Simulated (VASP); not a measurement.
Input of a VASP 6.6.1 run:

File INCAR:

```
PREC = Accurate
ENCUT = 520
EDIFF = 1E-7
ISMEAR = -1
SIGMA = 0.05
LREAL = False
LASPH = True
NELM = 100
ALGO = Normal
ISIF = 2
LWAVE = False
LCHARG = False
GGA = PE
IVDW = 12
NBANDS = 7
```

Contents of KPOINTS:

```
Automatic mesh
0
Gamma
  10 10 10
```

POSCAR

```
Mg
1.0
    0.0000000000      2.2186609540      2.2186609540
    2.2186609540      0.0000000000      2.2186609540
    2.2186609540      2.2186609540      0.0000000000
Mg
1
Direct
    0.0000000000      0.0000000000      0.0000000000
```

Potentials or basis: VASP PAW PBE potentials, release 64 (Mg).

Launch:

```bash
$ cat potpaw_PBE.64/Mg/POTCAR > POTCAR
$ mpirun -np 1 vasp_std > vasp.out
```

Predict the dispersion energy per atom.

-0.298 eV.

Estimate the pressure.

-0.1 GPa.
